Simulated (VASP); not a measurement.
Runs of VASP 6.6.1 on AlN. The structure is that of space group P4_2/mnm (No. 136), or close to it. The cells are those of the table. 

```csv
cell,k mesh,smearing,gap on the mesh (eV),pressure (GPa),largest force (eV/Å)
"a = 3.125, b = 5.326, c = 5.326 Å, 8 atoms",4 × 4 × 4,gaussian 0.1 eV,3.74,(a),-
"a = 5.131, b = 5.131, c = 3.065 Å, 8 atoms",4 × 4 × 8,gaussian 0.02 eV,4.35,(c),-
"a = 3.122, b = 5.329, c = 5.329 Å, 8 atoms",4 × 4 × 4,gaussian 0.1 eV,3.75,-0.2,0.01
"a = 5.056, b = 5.056, c = 3.052 Å, 8 atoms",4 × 4 × 8,gaussian 0.02 eV,4.54,(b),0.01
"a = 5.449, b = 5.449, c = 3.166 Å, 8 atoms",4 × 4 × 8,gaussian 0.02 eV,3.36,-9.6,0.01
```

Alike in all rows: task single point; level PBE; potentials or basis VASP PAW PBE potentials, release 64 (Al, N); no spin polarisation; cutoff (eV) 520.

**Question.** Estimate the missing entries.

**Answer.** (a) -0.3; (b) 28.7; (c) 20.0.

Caveats: some runs use coarse meshes.

A k mesh can miss the band edges.
